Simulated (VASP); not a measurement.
Set up this calculation in VASP 6.6.1, as the native input.

| Item | Value |
| --- | --- |
| Task | single point |
| Functional | PBEsol |
| Potentials or basis | VASP PAW PBE potentials, release 64 (Ni, Si) |
| Cutoff | 520 eV |
| k mesh | 8 × 8 × 8 |
| Occupations | fermi-dirac, width 0.05 eV |
| Spin | collinear spin, ferromagnetic start |
| Starting moments | [1.0, 1.0, 1.0, 0.0] μB |
| Dipole correction | no |
| Further INCAR settings | ALGO = Fast; EDIFF = 1e-06; NBANDS = 29 |

The structure of SiNi3 lies in POSCAR:

```
SiNi3
1.0
    3.5654576373      0.0000000000      0.0000000000
    0.0000000000      3.5654576373      0.0000000000
    0.0000000000      0.0000000000      3.5654576373
Ni Si
3 1
Direct
    0.5000000000      0.5000000000      0.0000000000
    0.5000000000      0.0000000000      0.5000000000
    0.0000000000      0.5000000000      0.5000000000
    0.0000000000      0.0000000000      0.0000000000
```

One way to write it, as run:

INCAR

```
SYSTEM = SiNi3
PREC = Accurate
ENCUT = 520
EDIFF = 1E-6
ISMEAR = -1
SIGMA = 0.05
LREAL = .False.
LASPH = .True.
NELM = 150
ALGO = Fast
ISIF = 2
LWAVE = .False.
LCHARG = .True.
ISPIN = 2
MAGMOM = 1 1 1 0
LORBIT = 11
LMAXMIX = 4
GGA = PS
LELF = .True.
LVHAR = .True.
NBANDS = 29
```

KPOINTS

```
regular mesh
0
Gamma
  8 8 8
  0 0 0
```

Potentials or basis: VASP PAW PBE potentials, release 64 (Ni, Si).

Launch:

```console
$ cat potpaw_PBE.64/Ni/POTCAR potpaw_PBE.64/Si/POTCAR > POTCAR
$ mpirun -np 1 vasp_std > vasp.out
```

Results of the run:

```yaml
Pressure: -17.2 GPa
Band_gap_on_the_k_mesh: zero (filled and empty bands overlap)
Net_moment: 0.00 μB per cell
Valence_electrons_inside_the_program's_atomic_spheres: Ni 9.38; Si 1.52
```

Caveat: the PAW data sets were made with another functional, which shifts forces and pressure a little.

Wall time 100 s on 1 thread of Intel(R) Xeon(R) Platinum 8488C (Sapphire Rapids), with other jobs on the host, peak memory 0.21 GiB.
